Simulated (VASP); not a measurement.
**W: relaxation of cell and atoms with r2SCAN**

Crystal: W.

```
W
1.0
    -1.58495    1.58495    1.58495
     1.58495   -1.58495    1.58495
     1.58495    1.58495   -1.58495
W
1
Direct
  0.00000 0.00000 0.00000
```

- Program: VASP 6.6.1
- Task: relaxation of cell and atoms
- Functional: r2SCAN
- Potentials or basis: VASP PAW PBE potentials, release 64 (W_sv)
- Cutoff: 600 eV
- k mesh: 16 × 16 × 16
- Occupations: gaussian, width 0.1 eV
- Spin: no spin polarisation
- Dipole correction: no
- Further INCAR settings: ALGO = Normal; EDIFF = 1e-07; IBRION = 2; EDIFFG = -0.002; NSW = 100; ISIF = 3

The relaxed volume is 15.97 Å³/atom, the relaxed cell is a = 2.748 Å, b = 2.748 Å, c = 2.748 Å, α = 109.47°, β = 109.47°, γ = 109.47° and the space group after relaxing (to 0.1 Å) is Im-3m (No. 229). The energy gained by relaxing is 0.1 meV/atom. The ionic steps are 3 and the pressure after relaxing is 0.0 GPa. The band gap on the k mesh is zero (bands 7 and 8 overlap by 6.55 eV).

Step by step:
```csv
step,energy change (eV),largest force (eV/Å),pressure (GPa),volume (Å³)
1,0.0000,0.0000,0.86,15.93
2,0.0013,0.0000,-2.96,16.12
3,-0.0001,0.0000,0.01,15.97
```

Final structure:
```yaml
crystal:
  lattice:
    - [-1.58638, 1.58638, 1.58638]
    - [1.58638, -1.58638, 1.58638]
    - [1.58638, 1.58638, -1.58638]
  atoms:
    - { symbol: W, position: [0.00000, 0.00000, 0.00000] }
```

Levels at points of the mesh, in eV from the Fermi level:
| k point | band 3 | band 4 | band 5 | band 6 | band 7 | band 8 | band 9 | band 10 | band 11 |
| --- | --- | --- | --- | --- | --- | --- | --- | --- | --- |
| (0.00, 0.00, 0.00) | -39.03 | -39.03 | -10.11 | -1.30 | -1.30 | -1.30 | 2.52 | 2.52 | 15.22 |
| (0.50, 0.00, 0.00) | -39.46 | -39.03 | -6.54 | -3.74 | 0.48 | 2.35 | 3.39 | 6.25 | 11.51 |
| (0.50, 0.50, 0.50) | -39.96 | -39.96 | -5.98 | -5.98 | 5.26 | 5.26 | 5.26 | 8.46 | 8.46 |

Run time: 5.5 min on 1 thread of Intel Xeon 8259CL, with other jobs on the host, peak memory 0.17 GiB.

Caveat: the PAW data sets were made with another functional, which shifts forces and pressure a little; spin-orbit coupling is left out, which moves the levels of the heavy elements.
